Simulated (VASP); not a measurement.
# Al (P6_3/mmc) in VASP: further runs

The runs below take Al through single point, relaxation of shape and atoms at fixed volume, with LDA.

Program: VASP 6.6.1. These are calculated values, not measurements. Logs are shortened: lines on timing, memory, paths and dates and some standing lists are left out, and cuts for length are marked.

### 1 The cell of the first run

Symmetry: P6_3/mmc, No. 194, hexagonal system. The conventional cell has a = 2.573 Å, b = 2.573 Å, c = 4.228 Å, α = 90.00°, β = 90.00°, γ = 120.00°. Within 3.4 Å of Al (site symmetry -6m2) lie 12 Al at 2.57 to 2.58 Å.

### 2 Single point, LDA

Input file INCAR:

```
PREC = Accurate ; ENCUT = 520
EDIFF = 1E-6 ; ISMEAR = -1
SIGMA = 0.08 ; LREAL = F
LASPH = T ; NELM = 100
ALGO = Normal ; ISIF = 2
LWAVE = F ; LCHARG = F
GGA = CA ; NBANDS = 10
```

Input file KPOINTS:

```
regular mesh
0
Gamma
  15 15 8
```

Input file POSCAR:

```
Al
1.0
    2.5732850760      0.0000000000      0.0000000000
   -1.2866425380      2.2285302470      0.0000000000
    0.0000000000      0.0000000000      4.2275989094
Al
2
Direct
    0.3333333333      0.6666666667      0.2500000000
    0.6666666667      0.3333333333      0.7500000000
```

Potentials or basis: VASP PAW LDA potentials, release 64 (Al).

Started as:

```sh
$ cat potpaw_LDA.64/Al/POTCAR > POTCAR
$ mpirun -np 1 vasp_std > vasp.out
```

OUTCAR:

```text
PREC = Accurate
   ENCUT = 520
   EDIFF = 1E-6
   ISMEAR = -1
   LREAL = F
   LASPH = T
   NELM = 100
   ISIF = 2
   GGA = CA

 ion  position               nearest neighbor table
   1  0.333  0.667  0.250-   2 2.58   2 2.58   2 2.58   2 2.58   2 2.58   2 2.58
   2  0.667  0.333  0.750-   1 2.58   1 2.58   1 2.58   1 2.58   1 2.58   1 2.58

  LATTYP: Found a hexagonal cell.
 ALAT       =     2.5732850760
 C/A-ratio  =     1.6428801258

  Lattice vectors:

 A1 = (   2.5732850760,   0.0000000000,   0.0000000000)
 A2 = (  -1.2866425380,   2.2285302470,   0.0000000000)
 A3 = (   0.0000000000,   0.0000000000,   4.2275989094)

Analysis of symmetry for initial positions (statically):
=====================================================================
 Subroutine PRICEL returns:
 Original cell was already a primitive cell.

 Routine SETGRP: Setting up the symmetry group for a
 hexagonal supercell.

 Subroutine GETGRP returns: Found 24 space group operations
 (whereof 12 operations were pure point group operations)
 out of a pool of 24 trial point group operations.

The static configuration has the point symmetry D_3d.
 The point group associated with its full space group is D_6h.

Analysis of symmetry for dynamics (positions and initial velocities):
=====================================================================
 Subroutine PRICEL returns:
 Original cell was already a primitive cell.

 Routine SETGRP: Setting up the symmetry group for a
 hexagonal supercell.

 Subroutine GETGRP returns: Found 24 space group operations
 (whereof 12 operations were pure point group operations)
 out of a pool of 24 trial point group operations.

The dynamic configuration has the point symmetry D_3d.
 The point group associated with its full space group is D_6h.

 Subroutine INISYM returns: Found 24 space group operations
 (whereof 12 operations are pure point group operations),
 and found     1 'primitive' translations

----------------------------------------------------------------------------------------

                                     Primitive cell

  volume of cell :      24.2438

  direct lattice vectors                    reciprocal lattice vectors
     2.573285076  0.000000000  0.000000000     0.388608324  0.224363120  0.000000000
    -1.286642538  2.228530247  0.000000000     0.000000000  0.448726241  0.000000000
     0.000000000  0.000000000  4.227598909     0.000000000  0.000000000  0.236540888

  length of vectors
     2.573285076  2.573285076  4.227598909     0.448726241  0.448726241  0.236540888

  position of ions in fractional coordinates (direct lattice)
     0.333333333  0.666666667  0.250000000
     0.666666667  0.333333333  0.750000000

  ion indices of the primitive-cell ions
   primitive index   ion index
                 1           1
                 2           2

----------------------------------------------------------------------------------------

 KPOINTS: regular mesh

Automatic generation of k-mesh.
 Grid dimensions read from file:
 generate k-points for:   15   15    8

 Generating k-lattice:

  Cartesian coordinates                     Fractional coordinates (reciprocal lattice)
     0.025907222  0.014957541  0.000000000     0.066666667  0.000000000  0.000000000
     0.000000000  0.029915083  0.000000000     0.000000000  0.066666667  0.000000000
     0.000000000  0.000000000  0.029567611     0.000000000  0.000000000  0.125000000

  Length of vectors
     0.029915083  0.029915083  0.029567611

  Shift w.r.t. Gamma in fractional coordinates (k-lattice)
     0.000000000  0.000000000  0.000000000

 Subroutine IBZKPT returns following result:
 ===========================================

 Found    135 irreducible k-points:

 Following reciprocal coordinates:
            Coordinates               Weight
  0.000000  0.000000  0.000000      1.000000
  0.066667  0.000000  0.000000      6.000000
  0.133333  0.000000  0.000000      6.000000
  0.200000  0.000000  0.000000      6.000000
  0.266667  0.000000  0.000000      6.000000
  0.333333  0.000000  0.000000      6.000000
[... 16 lines left out ...]
  0.333333  0.200000  0.000000     12.000000
  0.400000  0.200000  0.000000      6.000000
 [... further k-points ...]
   k-points           NKPTS =    135   k-points in BZ     NKDIM =    135   number of bands    NBANDS=     10
   number of dos      NEDOS =    301   number of ions     NIONS =      2
   total plane-waves  NPLWV =  12800
   dimension x,y,z NGX =    20 NGY =   20 NGZ =   32
   dimension x,y,z NGXF=    40 NGYF=   40 NGZF=   64
   ions per type =               2
   NGX,Y,Z   is equivalent  to a cutoff of  12.92, 12.92, 12.58 a.u.
   NGXF,Y,Z  is equivalent  to a cutoff of  25.84, 25.84, 25.17 a.u.
 SYSTEM =  unknown system
   PREC   = accura    normal or accurate (medium, high low for compatibility)
   ISTART =      0    job   : 0-new  1-cont  2-samecut
   ICHARG =      2    charge: 1-file 2-atom 10-const
[... 30 lines left out ...]
   LORBIT       =      0    0 simple, 1 ext, 2 COOP (PROOUT), +10 PAW based schemes
   GGA     = CA    functional components
   LHFCALC =     F    Hartree Fock is set to
   AEXX    =    0.0000 exact exchange contribution
   IVDW    =     0    specifies the selected vdW correction
   LEPSILON=     F    determine dielectric tensor
   LRPA    =     F    only Hartree local field effects (RPA)
 non-spin polarized calculation
  energy-cutoff  :      520.00
  volume of cell :       24.24
 maximum number of plane-waves:       668
 NGX is ok and might be reduce to    20
   NGX =  9   NGY =  9   NGZ = 15

 number of electron       6.0000000 magnetization

 Free energy of the ion-electron system (eV)
  ---------------------------------------------------
  ext. energy  EPLUGINS =         0.00000000
  ---------------------------------------------------
  free energy    TOTEN  =        -7.56728938 eV

  energy without entropy =       -7.55252038  energy(sigma->0) =       -7.55990488

 E-fermi :  11.4305     XC(G=0): -11.5385

 val. band max:       11.3855850612   @ k =   0.3333   0.0000   0.0000
 cond. band min:      11.4346926641   @ k =   0.3333   0.1333   0.0000
 fundamental gap:      0.0491076029
 Fermi energy:        11.4305106809

 k-point     1 :       0.0000    0.0000    0.0000
  band No.  band energies     occupation
      1      -1.9967      2.00000
      2       5.5127      2.00000
      3       6.4548      2.00000
      4      24.1830      0.00000
      5      24.1830      0.00000
      6      24.6946      0.00000
      7      24.6946      0.00000
      8      25.0415      0.00000
      9      28.8262      0.00000
     10      29.6472      0.00000

 k-point     2 :       0.0667    0.0000    0.0000
  band No.  band energies     occupation
      1      -1.8650      2.00000
      2       5.6308      2.00000
      3       6.5791      2.00000
      4      21.8210      0.00000
      5      22.9984      0.00000
      6      24.1265      0.00000
      7      26.0066      0.00000
      8      26.0396      0.00000
      9      28.3687      0.00000
     10      29.3078      0.00000

 k-point     3 :       0.1333    0.0000    0.0000
  band No.  band energies     occupation
      1      -1.4710      2.00000
      2       5.9857      2.00000
      3       6.9472      2.00000
      4      18.8898      0.00000
      5      21.7784      0.00000
      6      22.7237      0.00000
      7      25.5728      0.00000
      8      26.0889      0.00000
      9      27.3446      0.00000
     10      28.0620      0.00000

 k-point     4 :       0.2000    0.0000    0.0000
  band No.  band energies     occupation
      1      -0.8177      2.00000
      2       6.5779      2.00000
      3       7.5422      2.00000
      4      16.0533      0.00000
      5      20.7542      0.00000
      6      21.1186      0.00000
      7      22.7135      0.00000
      8      24.9971      0.00000
      9      26.8940      0.00000
     10      27.5967      0.00000
[... 222 lines left out ...]
 k-point    22 :       0.2667    0.2000    0.0000
  band No.  band energies     occupation
      1       2.7610      2.00000
      2       9.4393      2.00000
      3       9.9092      2.00000
      4      10.9711      1.99361
      5      13.1210      0.00000
      6      17.0546      0.00000
      7      19.0073      0.00000
      8      19.0945      0.00000
      9      21.3175      0.00000
     10      28.2775      0.00000

 k-point    23 :       0.3333    0.2000    0.0000
  band No.  band energies     occupation
      1       4.2509      2.00000
      2       7.8132      2.00000
      3      10.9330      1.99603
      4      11.3368      1.52666
      5      13.3787      0.00000
      6      14.9560      0.00000
      7      17.4677      0.00000
      8      18.6699      0.00000
      9      20.8951      0.00000
     10      28.1058      0.00000

 k-point    24 :       0.4000    0.2000    0.0000
  band No.  band energies     occupation
      1       5.8526      2.00000
      2       6.0554      2.00000
      3      10.9741      1.99337
      4      12.7825      0.00000
      5      13.2776      0.00000
      6      13.7565      0.00000
      7      16.7062      0.00000
      8      18.5365      0.00000
      9      20.7641      0.00000
     10      28.0328      0.00000

 [... further k-points ...]
[... 5 lines left out ...]
  --------------------------------------------------------------------------------------
  -------------------------------------------------------------------------------------
  Total        6.1045624      6.1045624      6.1054358     -0.0000000     -0.0000000      0.0000000
  in kB      403.4269531    403.4269531    403.4846715     -0.0000000     -0.0000000      0.0000000
  external PRESSURE =     403.4461926 kB  Pullay stress =       0.0000000 kB

 VOLUME and BASIS-vectors are now :
 -----------------------------------------------------------------------------
  energy-cutoff  :      520.00
  volume of cell :       24.24
      direct lattice vectors                 reciprocal lattice vectors
     2.573285076  0.000000000  0.000000000     0.388608324  0.224363120  0.000000000
    -1.286642538  2.228530247  0.000000000     0.000000000  0.448726241  0.000000000
     0.000000000  0.000000000  4.227598909     0.000000000  0.000000000  0.236540888

 POSITION                                       TOTAL-FORCE (eV/Angst)
 -----------------------------------------------------------------------------------
     -0.00000      1.48569      1.05690         0.000000      0.000000      0.000000
      1.28664      0.74284      3.17070        -0.000000     -0.000000      0.000000
 -----------------------------------------------------------------------------------
    total drift:                                0.000000     -0.000000     -0.000000

  FREE ENERGIE OF THE ION-ELECTRON SYSTEM (eV)
  ---------------------------------------------------
  free  energy   TOTEN  =        -7.5672893782 eV

  energy  without entropy=       -7.5525203831  energy(sigma->0) =       -7.55990488
```

It took 8.6 s on 1 thread of Intel Xeon 6975P-C (Granite Rapids), shared host; peak memory 0.13 GiB.

What came out:

* Free energy: -7.5673 eV
* Pressure: 40.3 GPa
* Band gap on the k mesh: zero (band 3 reaches 16.20 eV, above the bottom of band 4 at 7.89 eV)

### 3 Relaxation of shape and atoms at fixed volume, LDA

This run uses another cell than the first one, of 10.85 Å³/atom, 0.895 times its volume.

Input file INCAR:

```
SYSTEM = Al
ALGO = Normal
EDIFF = 1E-7
EDIFFG = -0.005
ENCUT = 600
GGA = CA
IBRION = 2
ISIF = 4
ISMEAR = -1
LASPH = .True.
LCHARG = .False.
LREAL = .False.
LWAVE = .False.
NELM = 100
NSW = 50
PREC = Accurate
SIGMA = 0.08
```

Input file KPOINTS:

```
k-points
0
Gamma
  15 15 8
  0 0 0
```

Input file POSCAR:

```
Al
1.0
    2.4757187381      0.0000000000      0.0000000000
   -1.2378593691      2.1440353198      0.0000000000
    0.0000000000      0.0000000000      4.0866015245
Al
2
Direct
    0.3333333333      0.6666666667      0.2500000000
    0.6666666667      0.3333333333      0.7500000000
```

Potentials or basis: VASP PAW LDA potentials, release 64 (Al).

Started as:

```sh
$ cat potpaw_LDA.64/Al/POTCAR > POTCAR
$ mpirun -np 1 vasp_std > vasp.out
```

Run time: 13 s. Hardware: 1 thread of Intel Xeon 6975P-C (Granite Rapids), shared host; peak memory 0.13 GiB.

The run converged. Its results:

```yaml
Free_energy: -6.6966 eV
Energy_gained_by_relaxing: 0.7 meV/atom
Ionic_steps: 3
Pressure_after_relaxing: 71.4 GPa
Band_gap_on_the_k_mesh: zero (band 3 reaches 18.00 eV, above the bottom of band 4 at 9.24 eV)
```

Step by step:
| step | energy change (eV) | largest force (eV/Å) | pressure (GPa) | volume (Å³) |
| --- | --- | --- | --- | --- |
| 1 | 0.0000 | 0.0000 | 71.55 | 21.69 |
| 2 | -0.0013 | 0.0000 | 71.42 | 21.69 |
| 3 | -0.0014 | 0.0000 | 71.44 | 21.69 |

Final structure:
```
Al
1.0
     2.48308    0.00000    0.00000
    -1.24154    2.15041    0.00000
     0.00000    0.00000    4.06241
Al
2
Direct
  0.33333 0.66667 0.25000
  0.66667 0.33333 0.75000
```

Levels at points of the mesh, in eV from the Fermi level:
| k point | band 1 | band 2 | band 3 | band 4 | band 5 | band 6 |
| --- | --- | --- | --- | --- | --- | --- |
| (0.00, 0.00, 0.00) | -14.30 | -6.35 | -5.08 | 13.39 | 13.39 | 14.27 |
| (0.00, 0.00, 0.50) | -12.10 | -12.10 | 4.28 | 4.28 | 14.30 | 14.30 |

### 4 Relaxation of shape and atoms at fixed volume, LDA

Input file INCAR:

```
SYSTEM = Al
PREC     = Accurate       ! precision mode
ENCUT    = 600            ! plane-wave cutoff, eV
EDIFF    = 1E-6           ! SCF threshold, eV
ISMEAR   = -1             ! smearing method
SIGMA    = 0.08           ! smearing width, eV
LREAL    = .FALSE.        ! projectors in reciprocal space
LASPH    = .TRUE.         ! aspherical terms in the spheres
NELM     = 80             ! most SCF steps
ALGO     = Normal         ! electronic algorithm
ISIF     = 4              ! what is computed and relaxed
LWAVE    = .FALSE.        ! write WAVECAR
LCHARG   = .FALSE.        ! write CHGCAR
GGA      = CA             ! functional
IBRION   = 2              ! ionic algorithm
NSW      = 50             ! ionic steps
EDIFFG   = -0.005         ! ionic threshold
```

Input file KPOINTS:

```
Automatic mesh
0
G
  15 15 8
  0 0 0
```

Input file POSCAR:

```
Al
1.0
    2.5692292850      0.0000000000      0.0000000000
   -1.2846146425      2.2250178289      0.0000000000
    0.0000000000      0.0000000000      4.2409568386
Al
2
Direct
    0.3333333333      0.6666666667      0.2500000000
    0.6666666667      0.3333333333      0.7500000000
```

Started as:

```sh
$ cat potpaw_LDA.64/Al/POTCAR > POTCAR
$ mpirun -np 1 vasp_std > vasp.out
```

It took 9.7 s on 1 thread of Intel Xeon 6975P-C (Granite Rapids), shared host; peak memory 0.14 GiB.

Results (log left out):

- Free energy: -7.5675 eV
- Energy gained by relaxing: 0.2 meV/atom
- Ionic steps: 2
- Pressure after relaxing: 40.3 GPa
- Band gap on the k mesh: zero (band 3 reaches 16.19 eV, above the bottom of band 4 at 7.89 eV)

Step by step:
| step | energy change (eV) | largest force (eV/Å) | pressure (GPa) | volume (Å³) |
| --- | --- | --- | --- | --- |
| 1 | 0.0000 | 0.0000 | 40.37 | 24.24 |
| 2 | -0.0003 | 0.0000 | 40.34 | 24.24 |

Final structure:
```
CELL_PARAMETERS angstrom
2.57322 0.00000 0.00000
-1.28661 2.22847 0.00000
0.00000 0.00000 4.22782
ATOMIC_POSITIONS crystal
Al 0.33333 0.66667 0.25000
Al 0.66667 0.33333 0.75000
```

Levels at points of the mesh, in eV from the Fermi level:
| k point | band 1 | band 2 | band 3 | band 4 | band 5 | band 6 | band 7 |
| --- | --- | --- | --- | --- | --- | --- | --- |
| (0.00, 0.00, 0.00) | -13.43 | -5.92 | -4.98 | 12.75 | 12.75 | 13.27 | 13.27 |
| (0.00, 0.00, 0.50) | -11.39 | -11.39 | 3.91 | 3.91 | 13.65 | 13.65 | 13.65 |

### 5 Relaxation of shape and atoms at fixed volume, LDA

This run uses another cell than the first one, of 13.40 Å³/atom, 1.105 times its volume.

Input file INCAR:

```
SYSTEM = Al
  PREC = Accurate
  ENCUT = 600
  EDIFF = 1E-7
  ISMEAR = -1
  SIGMA = 0.08
  LREAL = .False.
  LASPH = .True.
  NELM = 100
  ALGO = Normal
  ISIF = 4
  LWAVE = .False.
  LCHARG = .False.
  IBRION = 2
  NSW = 50
  EDIFFG = -0.005
```

Input file KPOINTS:

```
regular mesh
0
Gamma
  15 15 8
  0 0 0
```

Input file POSCAR:

```
Al
1.0
    2.6563875016      0.0000000000      0.0000000000
   -1.3281937508      2.3004990587      0.0000000000
    0.0000000000      0.0000000000      4.3848265341
Al
2
Direct
    0.3333333333      0.6666666667      0.2500000000
    0.6666666667      0.3333333333      0.7500000000
```

Started as:

```sh
$ cat potpaw_LDA.64/Al/POTCAR > POTCAR
$ mpirun -np 1 vasp_std > vasp.out
```

Run time: 13 s. Hardware: 1 thread of Intel Xeon 6975P-C (Granite Rapids), shared host; peak memory 0.15 GiB.

It converged, with:

```yaml
Free_energy: -8.0425 eV
Energy_gained_by_relaxing: 0.1 meV/atom
Ionic_steps: 3
Pressure_after_relaxing: 20.8 GPa
Band_gap_on_the_k_mesh: zero (band 3 reaches 14.71 eV, above the bottom of band 4 at 6.76 eV)
```

The path:
| step | energy change (eV) | largest force (eV/Å) | pressure (GPa) | volume (Å³) |
| --- | --- | --- | --- | --- |
| 1 | 0.0000 | 0.0000 | 20.75 | 26.80 |
| 2 | -0.0001 | 0.0000 | 20.75 | 26.80 |
| 3 | -0.0001 | 0.0000 | 20.75 | 26.80 |

Final structure:
```
Al
1.0
     2.65917    0.00000    0.00000
    -1.32959    2.30291    0.00000
     0.00000    0.00000    4.37564
Al
2
Direct
  0.33333 0.66667 0.25000
  0.66667 0.33333 0.75000
```

Levels at points of the mesh, in eV from the Fermi level:
```tsv
k point	band 1	band 2	band 3	band 4	band 5	band 6
(0.00, 0.00, 0.00)	-12.65	-5.50	-4.84	12.18	12.18	12.36
(0.00, 0.00, 0.50)	-10.74	-10.74	3.67	3.67	13.08	13.08
```

### 6 Relaxation of shape and atoms at fixed volume, LDA

This run uses another cell than the first one, of 14.67 Å³/atom, 1.211 times its volume.

Input file INCAR:

```
  PREC = Accurate
  ENCUT = 600
  EDIFF = 1E-6
  ISMEAR = -1
  SIGMA = 0.08
  LREAL = F
  LASPH = T
  NELM = 100
  ALGO = Normal
  ISIF = 4
  LWAVE = F
  LCHARG = F
  GGA = CA
  IBRION = 2
  NSW = 50
  EDIFFG = -0.005
```

Input file KPOINTS:

```
regular mesh
0
Gamma
  15 15 8
```

Input file POSCAR:

```
Al
1.0
    2.7381733671      0.0000000000      0.0000000000
   -1.3690866836      2.3713276958      0.0000000000
    0.0000000000      0.0000000000      4.5198282357
Al
2
Direct
    0.3333333333      0.6666666667      0.2500000000
    0.6666666667      0.3333333333      0.7500000000
```

Potentials or basis: VASP PAW LDA potentials, release 64 (Al).

Started as:

```sh
$ cat potpaw_LDA.64/Al/POTCAR > POTCAR
$ mpirun -np 1 vasp_std > vasp.out
```

Wall time 12 s (1 thread of Intel Xeon 6975P-C (Granite Rapids), shared host); peak memory 0.15 GiB.

Results (log left out):

```yaml
Free_energy: -8.2660 eV
Energy_gained_by_relaxing: 0.0 meV/atom
Ionic_steps: 3
Pressure_after_relaxing: 8.2 GPa
Band_gap_on_the_k_mesh: zero (band 3 reaches 13.46 eV, above the bottom of band 4 at 5.80 eV)
```

Final structure:
```xyz
2
Lattice="2.7411 0.0000 0.0000 -1.3705 2.3738 0.0000 0.0000 0.0000 4.5103" Properties=species:S:1:pos:R:3 pbc="T T T"
Al    0.0000    1.5826    1.1276
Al    1.3705    0.7913    3.3827
```

Levels at points of the mesh, in eV from the Fermi level:
| k point | band 1 | band 2 | band 3 | band 4 | band 5 | band 6 |
| --- | --- | --- | --- | --- | --- | --- |
| (0.00, 0.00, 0.00) | -11.96 | -5.10 | -4.69 | 11.56 | 11.56 | 11.67 |
| (0.00, 0.00, 0.50) | -10.16 | -10.16 | 3.49 | 3.49 | 12.55 | 12.55 |

### 7 Overview

| task | cell | cutoff (eV) | gap on the mesh (eV) | pressure (GPa) |
| --- | --- | --- | --- | --- |
| single point | a = 2.573, b = 2.573, c = 4.228 Å, angles 90.0, 90.0, 120.0°, 2 atoms | 520 | none | 40.3 |
| relaxation of shape and atoms at fixed volume | relaxed from a = 2.476, b = 2.476, c = 4.087 Å, angles 90.0, 90.0, 120.0°, 2 atoms | 600 | none | 71.4 |
| relaxation of shape and atoms at fixed volume | relaxed from a = 2.569, b = 2.569, c = 4.241 Å, angles 90.0, 90.0, 120.0°, 2 atoms | 600 | none | 40.3 |
| relaxation of shape and atoms at fixed volume | relaxed from a = 2.656, b = 2.656, c = 4.385 Å, angles 90.0, 90.0, 120.0°, 2 atoms | 600 | none | 20.8 |
| relaxation of shape and atoms at fixed volume | relaxed from a = 2.738, b = 2.738, c = 4.520 Å, angles 90.0, 90.0, 120.0°, 2 atoms | 600 | none | 8.2 |

Alike in all rows: level LDA; potentials or basis VASP PAW LDA potentials, release 64 (Al); no spin polarisation; k mesh 15 × 15 × 8; smearing fermi-dirac 0.08 eV.

Total energies depend on the potentials used, so only differences within one code and one set of settings carry meaning.
